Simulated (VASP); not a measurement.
Crystal: CsI.

```
Cs I
1.0
     4.60808    0.00000    0.00000
     0.00000    4.60808    0.00000
     0.00000    0.00000    4.60808
Cs I
1 1
Cartesian
  0.0000 0.0000 0.0000
  2.3040 2.3040 2.3040
```

Base run:

```yaml
Program: VASP 6.6.1
Functional: HSE06
Potentials_or_basis: VASP PAW PBE potentials, release 64 (Cs_sv, I)
Cutoff: 400 eV
k_mesh: 4 × 4 × 4
Occupations: gaussian, width 0.01 eV
Spin: no spin polarisation
```

Its results: band gap on the k mesh 4.78 eV (least direct gap 4.88 eV); pressure 0.2 GPa.

Question: The run is repeated on the same cell with these changes: functional from HSE06 to PBE0. What comes out?

Answer: Band gap on the k mesh 5.47 eV (least direct gap 5.58 eV); pressure 0.1 GPa.

Caveats: the PAW data sets were made with another functional, which shifts forces and pressure a little; spin-orbit coupling is left out, which moves the levels of the heavy elements.

A k mesh can miss the band edges.
